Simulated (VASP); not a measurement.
# CdS (Fm-3m) in VASP: single point with RPBE+D3(BJ)+U

Aim: the single point of CdS with RPBE+D3(BJ)+U.

All numbers are computed with VASP 6.6.1; they aren't measurements. Logs are shortened: lines on timing, memory, paths and dates and some standing lists are left out, and cuts for length are marked.

### 1 The cell of the first run

Symmetry: Fm-3m, No. 225, cubic system. The conventional cell has a = 5.506 Å, b = 5.506 Å, c = 5.506 Å, α = 90.00°, β = 90.00°, γ = 90.00°. Within 3.6 Å of Cd (site symmetry m-3m) lie 6 S at 2.75 Å. S (site symmetry m-3m) has 6 Cd at 2.75 Å within 3.6 Å.

### 2 Single point, RPBE+D3(BJ)+U

Input file INCAR:

```
SYSTEM = CdS
PREC = Accurate
ENCUT = 630
EDIFF = 1E-6
ISMEAR = 0
SIGMA = 0.1
LREAL = .FALSE.
LASPH = .TRUE.
NELM = 200
ALGO = Normal
ISIF = 2
LWAVE = .FALSE.
LCHARG = .TRUE.
LDAU = .TRUE.
LDAUTYPE = 2
LDAUL = 2 -1
LDAUU = 3.5 0
LDAUJ = 0 0
LDAUPRINT = 1
GGA = RP
IVDW = 12
LELF = .TRUE.
LVHAR = .TRUE.
NBANDS = 20
GGA_COMPAT = .FALSE.
```

Input file KPOINTS:

```
Automatic mesh
0
G
  4 4 4
  0 0 0
```

Input file POSCAR:

```
CdS
1.0
    0.0000000000      2.7532440000      2.7532440000
    2.7532440000      0.0000000000      2.7532440000
    2.7532440000      2.7532440000      0.0000000000
Cd S
1 1
Direct
    0.0000000000      0.0000000000      0.0000000000
    0.5000000000      0.5000000000      0.5000000000
```

Potentials or basis: VASP PAW PBE potentials, release 64 (Cd_sv_GW, S).

Run with:

```sh
$ cat potpaw_PBE.64/Cd_sv_GW/POTCAR potpaw_PBE.64/S/POTCAR > POTCAR
$ mpirun -np 1 vasp_std > vasp.out
```

OUTCAR:

```text
SYSTEM = CdS
   PREC = Accurate
   ENCUT = 630
   EDIFF = 1E-6
   ISMEAR = 0
   LREAL = .FALSE.
   LASPH = .TRUE.
   NELM = 200
   ISIF = 2
   GGA = RP
   IVDW = 12
 IVDW          = 12

 ion  position               nearest neighbor table
   1  0.000  0.000  0.000-
   2  0.500  0.500  0.500-

  LATTYP: Found a face centered cubic cell.
 ALAT       =     5.5064880000

  Lattice vectors:

 A1 = (   0.0000000000,   2.7532440000,   2.7532440000)
 A2 = (   2.7532440000,   0.0000000000,   2.7532440000)
 A3 = (   2.7532440000,   2.7532440000,   0.0000000000)

Analysis of symmetry for initial positions (statically):
=====================================================================
 Subroutine PRICEL returns:
 Original cell was already a primitive cell.

 Routine SETGRP: Setting up the symmetry group for a
 face centered cubic supercell.

 Subroutine GETGRP returns: Found 48 space group operations
 (whereof 48 operations were pure point group operations)
 out of a pool of 48 trial point group operations.

The static configuration has the point symmetry O_h .

Analysis of symmetry for dynamics (positions and initial velocities):
=====================================================================
 Subroutine PRICEL returns:
 Original cell was already a primitive cell.

 Routine SETGRP: Setting up the symmetry group for a
 face centered cubic supercell.

 Subroutine GETGRP returns: Found 48 space group operations
 (whereof 48 operations were pure point group operations)
 out of a pool of 48 trial point group operations.

The dynamic configuration has the point symmetry O_h .

 Subroutine INISYM returns: Found 48 space group operations
 (whereof 48 operations are pure point group operations),
 and found     1 'primitive' translations

----------------------------------------------------------------------------------------

                                     Primitive cell

  volume of cell :      41.7411

  direct lattice vectors                    reciprocal lattice vectors
     0.000000000  2.753244000  2.753244000    -0.181603955  0.181603955  0.181603955
     2.753244000  0.000000000  2.753244000     0.181603955 -0.181603955  0.181603955
     2.753244000  2.753244000  0.000000000     0.181603955  0.181603955 -0.181603955

  length of vectors
     3.893675005  3.893675005  3.893675005     0.314547277  0.314547277  0.314547277

  position of ions in fractional coordinates (direct lattice)
     0.000000000  0.000000000  0.000000000
     0.500000000  0.500000000  0.500000000

  ion indices of the primitive-cell ions
   primitive index   ion index
                 1           1
                 2           2

----------------------------------------------------------------------------------------

 KPOINTS: Automatic mesh

Automatic generation of k-mesh.
 Grid dimensions read from file:
 generate k-points for:    4    4    4

 Generating k-lattice:

  Cartesian coordinates                     Fractional coordinates (reciprocal lattice)
    -0.045400989  0.045400989  0.045400989     0.250000000  0.000000000  0.000000000
     0.045400989 -0.045400989  0.045400989     0.000000000  0.250000000  0.000000000
     0.045400989  0.045400989 -0.045400989     0.000000000  0.000000000  0.250000000

  Length of vectors
     0.078636819  0.078636819  0.078636819

  Shift w.r.t. Gamma in fractional coordinates (k-lattice)
     0.000000000  0.000000000  0.000000000

 Subroutine IBZKPT returns following result:
 ===========================================

 Found      8 irreducible k-points:

 Following reciprocal coordinates:
            Coordinates               Weight
  0.000000  0.000000  0.000000      1.000000
  0.250000  0.000000  0.000000      8.000000
  0.500000  0.000000  0.000000      4.000000
  0.250000  0.250000  0.000000      6.000000
  0.500000  0.250000  0.000000     24.000000
 -0.250000  0.250000  0.000000     12.000000
  0.500000  0.500000  0.000000      3.000000
 -0.250000  0.500000  0.250000      6.000000
   k-points           NKPTS =      8   k-points in BZ     NKDIM =      8   number of bands    NBANDS=     20
   number of dos      NEDOS =    301   number of ions     NIONS =      2
   total plane-waves  NPLWV =  32768
   dimension x,y,z NGX =    32 NGY =   32 NGZ =   32
   dimension x,y,z NGXF=    64 NGYF=   64 NGZF=   64
   ions per type =               1   1
   NGX,Y,Z   is equivalent  to a cutoff of  13.66, 13.66, 13.66 a.u.
   NGXF,Y,Z  is equivalent  to a cutoff of  27.33, 27.33, 27.33 a.u.
 SYSTEM =  CdS
   PREC   = accura    normal or accurate (medium, high low for compatibility)
   ISTART =      0    job   : 0-new  1-cont  2-samecut
   ICHARG =      2    charge: 1-file 2-atom 10-const
   ISPIN  =      1    spin polarized calculation?
   LNONCOLLINEAR =      F non collinear calculations
   LSORBIT =      F    spin-orbit coupling
   LASPH  =      T    aspherical Exc in radial PAW
   ENCUT  =  630.0 eV  46.30 Ry    6.80 a.u.   7.97  7.97  7.97*2*pi/ulx,y,z
   NELM   =    200;   NELMIN=  2; NELMDL= -5     # of ELM steps
   EDIFF  = 0.1E-05   stopping-criterion for ELM
   LREAL  =      F    real-space projection
   EDIFFG = 0.1E-04   stopping-criterion for IOM
   NSW    =      0    number of steps for IOM
   IBRION =     -1    ionic relax: 0-MD 1-quasi-New 2-CG
   NFREE  =      0    steps in history (QN), initial steepest desc. (CG)
   ISIF   =      2    stress and relaxation
   ISYM   =      2    0-nonsym 1-usesym 2-fastsym
   POTIM  = 0.5000    time-step for ionic-motion
   TEBEG  =    0.0;   TEEND  =   0.0 temperature during run
   PSTRESS=    0.0 pullay stress
   NELECT =      26.0000    total number of electrons
   NUPDOWN=      -1.0000    fix difference up-down
   EMIN   =  10.00;   EMAX   =-10.00  energy-range for DOS
   EFERMI =   0.00;   METHOD = LEGACY
   ISMEAR =     0;   SIGMA  =   0.10  broadening in eV -4-tet -1-fermi 0-gaus
   EFERMI_NEDOS =   21; number of points for ismear=-14 and -15
   IALGO  =     38    algorithm
   IMIX   =      4    mixing-type and parameters
     AMIX     =   0.40;   BMIX     =  1.00
     AMIX_MAG =   1.60;   BMIX_MAG =  1.00
  volume/ion in A,a.u.               =      20.87       140.84
  Fermi-wavevector in a.u.,A,eV,Ry     =   1.398120  2.642065 26.595862  1.954741
  Thomas-Fermi vector in A             =   2.521310
   LORBIT       =      0    0 simple, 1 ext, 2 COOP (PROOUT), +10 PAW based schemes
 LDA+U is selected, type is set to LDAUTYPE =  2
   angular momentum for each species LDAUL =     2   -1
   U (eV)           for each species LDAUU =   3.5  0.0
   J (eV)           for each species LDAUJ =   0.0  0.0
   GGA     = RP    functional components
   LHFCALC =     F    Hartree Fock is set to
   AEXX    =    0.0000 exact exchange contribution
   IVDW    =    12    specifies the selected vdW correction
   LEPSILON=     F    determine dielectric tensor
   LRPA    =     F    only Hartree local field effects (RPA)
 non-spin polarized calculation
 Gauss-broadening in eV      SIGMA  =   0.10
  energy-cutoff  :      630.00
  volume of cell :       41.74
 maximum number of plane-waves:      1524
   NGX = 15   NGY = 15   NGZ = 15

atom =   1  type =  1  l = 2

 onsite density matrix

spin component  1

  0.9277  0.0000  0.0000 -0.0000  0.0000
  0.0000  0.9277  0.0000 -0.0000  0.0000
  0.0000  0.0000  0.9371 -0.0000  0.0000
 -0.0000 -0.0000 -0.0000  0.9277  0.0000
  0.0000  0.0000  0.0000  0.0000  0.9371

spin component  2

  0.9277  0.0000  0.0000 -0.0000  0.0000
  0.0000  0.9277  0.0000 -0.0000  0.0000
  0.0000  0.0000  0.9371 -0.0000  0.0000
 -0.0000 -0.0000 -0.0000  0.9277  0.0000
  0.0000  0.0000  0.0000  0.0000  0.9371

 occupancies and eigenvectors

  o =  0.9277  v =  0.0000 -0.6992 -0.0000  0.7149 -0.0000  0.0000  0.0000  0.0000  0.0000  0.0000      0.0000  0.0000  0.0000  0.0000  0.0000  0.0000  0.0000  0.0000  0.0000  0.0000
  o =  0.9277  v =  0.0000  0.0000  0.0000  0.0000  0.0000  0.0000 -0.6992 -0.0000  0.7149 -0.0000      0.0000  0.0000  0.0000  0.0000  0.0000  0.0000  0.0000  0.0000  0.0000  0.0000
  o =  0.9277  v =  0.0000 -0.7149 -0.0000 -0.6992 -0.0000  0.0000  0.0000  0.0000  0.0000  0.0000      0.0000  0.0000  0.0000  0.0000  0.0000  0.0000  0.0000  0.0000  0.0000  0.0000
  o =  0.9277  v =  0.0000  0.0000  0.0000  0.0000  0.0000  0.0000 -0.7149 -0.0000 -0.6992 -0.0000      0.0000  0.0000  0.0000  0.0000  0.0000  0.0000  0.0000  0.0000  0.0000  0.0000
  o =  0.9277  v =  0.0000  0.0000  0.0000  0.0000  0.0000  1.0000  0.0000  0.0000  0.0000  0.0000      0.0000  0.0000  0.0000  0.0000  0.0000  0.0000  0.0000  0.0000  0.0000  0.0000
  o =  0.9277  v =  1.0000  0.0000  0.0000  0.0000  0.0000  0.0000  0.0000  0.0000  0.0000  0.0000      0.0000  0.0000  0.0000  0.0000  0.0000  0.0000  0.0000  0.0000  0.0000  0.0000
  o =  0.9371  v =  0.0000  0.0000  0.0000  0.0000  0.0000  0.0000  0.0000 -0.8880  0.0000  0.4598      0.0000  0.0000  0.0000  0.0000  0.0000  0.0000  0.0000  0.0000  0.0000  0.0000
  o =  0.9371  v =  0.0000  0.0000 -0.8880  0.0000  0.4598  0.0000  0.0000  0.0000  0.0000  0.0000      0.0000  0.0000  0.0000  0.0000  0.0000  0.0000  0.0000  0.0000  0.0000  0.0000
  o =  0.9371  v =  0.0000  0.0000 -0.4598  0.0000 -0.8880  0.0000  0.0000  0.0000  0.0000  0.0000      0.0000  0.0000  0.0000  0.0000  0.0000  0.0000  0.0000  0.0000  0.0000  0.0000
  o =  0.9371  v =  0.0000  0.0000  0.0000  0.0000  0.0000  0.0000  0.0000 -0.4598  0.0000 -0.8880      0.0000  0.0000  0.0000  0.0000  0.0000  0.0000  0.0000  0.0000  0.0000  0.0000

 number of electron      25.9999995 magnetization

 Free energy of the ion-electron system (eV)
  ---------------------------------------------------
  ext. energy  EPLUGINS =         0.00000000
  ---------------------------------------------------
  free energy    TOTEN  =        -4.00505242 eV

  energy without entropy =       -4.00504712  energy(sigma->0) =       -4.00504977

 E-fermi :   4.8529     XC(G=0): -10.2298

 val. band max:        4.5724974244   @ k =   0.5000   0.0000   0.0000
 cond. band min:       5.1162063205   @ k =   0.5000   0.5000   0.0000
 fundamental gap:      0.5437088962
 Fermi energy:         4.8528575705

 k-point     1 :       0.0000    0.0000    0.0000
  band No.  band energies     occupation
      1     -96.5296      2.00000
      2     -57.6257      2.00000
      3     -57.6257      2.00000
      4     -57.6257      2.00000
      5      -7.9385      2.00000
      6      -4.0284      2.00000
[... 12 lines left out ...]
     19      16.2061      0.00000
     20      16.2074      0.00000

 k-point     2 :       0.2500    0.0000    0.0000
  band No.  band energies     occupation
      1     -96.5296      2.00000
      2     -57.6265      2.00000
      3     -57.6258      2.00000
      4     -57.6258      2.00000
      5      -7.4689      2.00000
      6      -4.1369      2.00000
[... 12 lines left out ...]
     19      15.4181      0.00000
     20      15.5749      0.00000

 k-point     3 :       0.5000    0.0000    0.0000
  band No.  band energies     occupation
      1     -96.5295      2.00000
      2     -57.6272      2.00000
      3     -57.6260      2.00000
      4     -57.6260      2.00000
      5      -6.8647      2.00000
      6      -4.2446      2.00000
[... 12 lines left out ...]
     19      17.5001      0.00000
     20      17.5001      0.00000

 k-point     4 :       0.2500    0.2500    0.0000
  band No.  band energies     occupation
      1     -96.5296      2.00000
      2     -57.6264      2.00000
      3     -57.6260      2.00000
      4     -57.6260      2.00000
      5      -7.4464      2.00000
      6      -4.0582      2.00000
[... 12 lines left out ...]
     19      17.4593      0.00000
     20      19.2880      0.00000

 k-point     5 :       0.5000    0.2500    0.0000
  band No.  band energies     occupation
      1     -96.5295      2.00000
      2     -57.6269      2.00000
      3     -57.6263      2.00000
      4     -57.6261      2.00000
      5      -7.0835      2.00000
      6      -4.0930      2.00000
[... 12 lines left out ...]
     19      18.1086      0.00000
     20      19.4756      0.00000

 k-point     6 :      -0.2500    0.2500    0.0000
  band No.  band energies     occupation
      1     -96.5295      2.00000
      2     -57.6268      2.00000
      3     -57.6264      2.00000
      4     -57.6260      2.00000
      5      -7.0820      2.00000
      6      -4.1983      2.00000
[... 12 lines left out ...]
     19      18.2060      0.00000
     20      19.0407      0.00000

 k-point     7 :       0.5000    0.5000    0.0000
  band No.  band energies     occupation
      1     -96.5295      2.00000
      2     -57.6271      2.00000
      3     -57.6264      2.00000
      4     -57.6264      2.00000
      5      -7.2545      2.00000
      6      -4.1190      2.00000
[... 12 lines left out ...]
     19      18.8662      0.00000
     20      19.2278      0.00000

 k-point     8 :      -0.2500    0.5000    0.2500
  band No.  band energies     occupation
      1     -96.5295      2.00000
      2     -57.6266      2.00000
      3     -57.6266      2.00000
      4     -57.6263      2.00000
      5      -7.0863      2.00000
      6      -4.1120      2.00000
[... 12 lines left out ...]
     19      17.5906      0.00000
     20      19.2079      0.00000

------------------------ aborting loop because EDIFF is reached ----------------------------------------

 Edisp (eV)   -2.92213

 E8    (eV) :    -1.7435

  FORCE on cell =-STRESS in cart. coord.  units (eV):
  Direction    XX          YY          ZZ          XY          YZ          ZX
  --------------------------------------------------------------------------------------
  -------------------------------------------------------------------------------------
  Total      -3.40795    -3.40795    -3.40795    -0.00000    -0.00000     0.00000
  in kB    -130.80962  -130.80962  -130.80962    -0.00000    -0.00000     0.00000
  external pressure =     -130.81 kB  Pullay stress =        0.00 kB

 VOLUME and BASIS-vectors are now :
 -----------------------------------------------------------------------------
  energy-cutoff  :      630.00
  volume of cell :       41.74
      direct lattice vectors                 reciprocal lattice vectors
     0.000000000  2.753244000  2.753244000    -0.181603955  0.181603955  0.181603955
     2.753244000  0.000000000  2.753244000     0.181603955 -0.181603955  0.181603955
     2.753244000  2.753244000  0.000000000     0.181603955  0.181603955 -0.181603955

 POSITION                                       TOTAL-FORCE (eV/Angst)
 -----------------------------------------------------------------------------------
      0.00000      0.00000      0.00000         0.000000      0.000000     -0.000000
      2.75324      2.75324      2.75324        -0.000000     -0.000000      0.000000
 -----------------------------------------------------------------------------------
    total drift:                                0.000000     -0.000000     -0.000000

  FREE ENERGIE OF THE ION-ELECTRON SYSTEM (eV)
  ---------------------------------------------------
  free  energy   TOTEN  =        -6.9271867678 eV

  energy  without entropy=       -6.9271814734  energy(sigma->0) =       -6.92718412
```

Run time: 13 s. Hardware: 1 thread of AMD EPYC 7R13 (Zen 3), shared host; peak memory 0.16 GiB.

Results:

| Property | Result |
| --- | --- |
| Free energy | -6.9272 eV |
| Pressure | -13.1 GPa |
| Band gap on the k mesh | 0.54 eV (least direct gap 1.73 eV) |
| Dispersion energy per atom | -1.461 eV |

Levels at points of the mesh, in eV from the valence-band top:
| k point | band 11 | band 12 | band 13 | band 14 | band 15 | band 16 |
| --- | --- | --- | --- | --- | --- | --- |
| (0.00, 0.00, 0.00) | -0.59 | -0.59 | -0.59 | 1.14 | 9.25 | 9.25 |
| (0.50, 0.00, 0.00) | -4.69 | 0.00 | 0.00 | 3.76 | 6.14 | 6.14 |
| (0.50, 0.50, 0.00) | -3.94 | -1.92 | -1.92 | 0.54 | 6.11 | 9.97 |

Eigenvalues of the final occupation matrices:
| site | spin | trace | eigenvalues |
| --- | --- | --- | --- |
| site 1 d | 1 | 4.66 | 0.93 0.93 0.93 0.94 0.94 |
| site 1 d | 2 | 4.66 | 0.93 0.93 0.93 0.94 0.94 |

Caveat: the k points lie up to 0.49 Å⁻¹ apart; three body term missing; the dispersion term is far too large for a dense solid, which distorts pressure and volume; semilocal functionals underestimate gaps, and a narrow one can read as zero; the PAW data sets were made with another functional, which shifts forces and pressure a little. A k mesh can miss the band edges.
